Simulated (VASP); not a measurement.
Crystal: SrPb2.

```
Sr Pb
1.0
     0.00000    4.56459    4.56459
     4.56459    0.00000    4.56459
     4.56459    4.56459    0.00000
Sr Pb
2 4
Direct
  0.00000 0.00000 0.00000
  0.25000 0.25000 0.25000
  0.62500 0.62500 0.62500
  0.12500 0.62500 0.62500
  0.62500 0.62500 0.12500
  0.62500 0.12500 0.62500
```

| Item | Value |
| --- | --- |
| Program | VASP 6.6.1 |
| Task | relaxation of cell and atoms |
| Functional | PBE |
| Potentials or basis | VASP PAW PBE potentials, release 64 (Sr_sv, Pb_d) |
| Cutoff | 600 eV |
| k mesh | 4 × 4 × 4 |
| Occupations | gaussian, width 0.1 eV |
| Spin | no spin polarisation |

At the start: pressure 4.8 GPa; volume 31.70 Å³/atom.

Task: How do energy, volume and symmetry change on relaxing?

Result: Over 3 steps the energy falls by 58.9 meV/atom and the volume is 35.99 Å³/atom (+13.5 %); space group Fd-3m (No. 227, to 0.1 Å) before and after.

The path:
```tsv
step	energy change (eV)	largest force (eV/Å)	pressure (GPa)	volume (Å³)
1	0.0000	0.0000	4.77	190.21
2	-0.3522	0.0000	-0.20	217.41
3	-0.3532	0.0000	-0.01	215.96
```

Final structure:
```
CELL_PARAMETERS angstrom
0.00000 4.76189 4.76189
4.76189 0.00000 4.76189
4.76189 4.76189 0.00000
ATOMIC_POSITIONS crystal
Sr 0.00000 0.00000 0.00000
Sr 0.25000 0.25000 0.25000
Pb 0.62500 0.62500 0.62500
Pb 0.12500 0.62500 0.62500
Pb 0.62500 0.62500 0.12500
Pb 0.62500 0.12500 0.62500
```
